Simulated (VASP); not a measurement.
Write the native input for VASP 6.6.1 that does the following.

- Task: single point
- Functional: PBE
- Dispersion: D3(BJ)
- Potentials or basis: VASP PAW PBE potentials, release 64 (Sn_d, Se)
- Cutoff: 520 eV
- k mesh: 20 × 20 × 20
- Occupations: gaussian, width 0.1 eV
- Spin: no spin polarisation
- Dipole correction: no
- Further INCAR settings: ALGO = Normal; EDIFF = 1e-07; NBANDS = 17

The structure of SnSe (CsCl type) lies in POSCAR:

```
SnSe
1.0
    3.5168869895      0.0000000000      0.0000000000
    0.0000000000      3.5168869895      0.0000000000
    0.0000000000      0.0000000000      3.5168869895
Sn Se
1 1
Direct
    0.0000000000      0.0000000000      0.0000000000
    0.5000000000      0.5000000000      0.5000000000
```

One way to write it, as run:

INCAR

```
SYSTEM = SnSe
PREC     = Accurate       ! precision mode
ENCUT    = 520            ! plane-wave cutoff, eV
EDIFF    = 1E-7           ! SCF threshold, eV
ISMEAR   = 0              ! smearing method
SIGMA    = 0.1            ! smearing width, eV
LREAL    = .False.        ! projectors in reciprocal space
LASPH    = .True.         ! aspherical terms in the spheres
NELM     = 60             ! most SCF steps
ALGO     = Normal         ! electronic algorithm
ISIF     = 2              ! what is computed and relaxed
LWAVE    = .False.        ! write WAVECAR
LCHARG   = .False.        ! write CHGCAR
GGA      = PE             ! functional
IVDW     = 12             ! dispersion correction
NBANDS   = 17             ! bands
```

KPOINTS

```
regular mesh
0
Gamma
  20 20 20
  0 0 0
```

Potentials or basis: VASP PAW PBE potentials, release 64 (Sn_d, Se).

Run with:

```bash
$ cat potpaw_PBE.64/Sn_d/POTCAR potpaw_PBE.64/Se/POTCAR > POTCAR
$ mpirun -np 1 vasp_std > vasp.out
```

It gave:

```
Pressure                   : 5.6 GPa
Band gap on the k mesh     : zero (bands 10 and 11 overlap by 2.13 eV)
Dispersion energy per atom : -0.441 eV
```

Caveat: the cell stands under pressure; spin-orbit coupling is left out, which moves the levels of the heavy elements.

Wall time 2.9 min on 1 thread of Intel Xeon 8259CL, on a shared host, peak memory 0.34 GiB.
